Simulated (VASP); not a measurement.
Crystal: TePb.

```xyz
2
Lattice="3.6787 0.0000 0.0000 0.0000 3.6787 0.0000 0.0000 0.0000 3.6787" Properties=species:S:1:pos:R:3 pbc="T T T"
Pb    0.0000    0.0000    0.0000
Te    1.8393    1.8393    1.8393
```

```yaml
Program: VASP 6.6.1
Task: relaxation of cell and atoms
Functional: PBE
Potentials_or_basis: VASP PAW PBE potentials, release 64 (Pb_d, Te)
Cutoff: 600 eV
k_mesh: 6 × 6 × 6
Occupations: fermi-dirac, width 0.02 eV
Spin: no spin polarisation
```

At the start: pressure 17.8 GPa; volume 24.89 Å³/atom.

Problem. How do energy, volume and symmetry change on relaxing?

Solution. Over 6 steps the energy falls by 305.8 meV/atom and the volume is 31.71 Å³/atom (+27.4 %); space group Pm-3m (No. 221, to 0.05 Å).

Step by step:
```tsv
step	energy change (eV)	largest force (eV/Å)	pressure (GPa)	volume (Å³)
1	0.0000	0.0000	17.79	49.78
2	-0.4791	0.0000	-4.06	72.47
3	-0.6115	0.0000	0.05	63.35
4	-0.6114	0.0000	-0.15	63.64
5	-0.6115	0.0000	0.03	63.39
6	-0.6115	0.0000	0.02	63.42
```

Final structure:
```
Pb Te
1.0
     3.98796    0.00000    0.00000
     0.00000    3.98796    0.00000
     0.00000    0.00000    3.98796
Pb Te
1 1
Direct
  0.00000 0.00000 0.00000
  0.50000 0.50000 0.50000
```

Caveat: the volume moved by over 15 % at a fixed basis, so the end points are rough.
